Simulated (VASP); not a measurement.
Wanted: the native input for a VASP 6.6.1 run.

- Task: single point
- Functional: PBEsol
- Potentials or basis: VASP PAW PBE potentials, release 64 (Ir)
- Cutoff: 500 eV
- k mesh: 11 × 11 × 6
- Occupations: fermi-dirac, width 0.05 eV
- Spin: no spin polarisation
- Dipole correction: no
- Further INCAR settings: ALGO = Normal; EDIFF = 1e-06; NBANDS = 16

The structure of Ir lies in POSCAR:

```
Ir
1.0
    2.7196960318      0.0000000000      0.0000000000
   -1.3598480159      2.3553258541      0.0000000000
    0.0000000000      0.0000000000      4.4082150668
Ir
2
Direct
    0.3333333333      0.6666666667      0.2500000000
    0.6666666667      0.3333333333      0.7500000000
```

One way to write it, as run:

INCAR

```
ALGO     = Normal         # electronic algorithm
EDIFF    = 1E-6           # SCF threshold, eV
ENCUT    = 500            # plane-wave cutoff, eV
GGA      = PS             # functional
GGA_COMPAT= False        
ISIF     = 2              # what is computed and relaxed
ISMEAR   = -1             # smearing method
LASPH    = True           # aspherical terms in the spheres
LCHARG   = False          # write CHGCAR
LREAL    = False          # projectors in reciprocal space
LWAVE    = False          # write WAVECAR
NBANDS   = 16             # bands
NELM     = 120            # most SCF steps
PREC     = Accurate       # precision mode
SIGMA    = 0.05           # smearing width, eV
```

KPOINTS

```
k-points
0
Gamma
  11 11 6
```

Potentials or basis: VASP PAW PBE potentials, release 64 (Ir).

Run with:

```sh
$ cat potpaw_PBE.64/Ir/POTCAR > POTCAR
$ mpirun -np 1 vasp_std > vasp.out
```

Results of the run:

```
Pressure               : 1.0 GPa
Band gap on the k mesh : zero (band 9 reaches 11.38 eV, above the bottom of band 10 at 8.10 eV)
```

Caveat: the PAW data sets were made with another functional, which shifts forces and pressure a little; spin-orbit coupling is left out, which moves the levels of the heavy elements.

Run time: 33 s on 1 thread of Intel Xeon 8259CL, with other jobs on the host, peak memory 0.15 GiB.
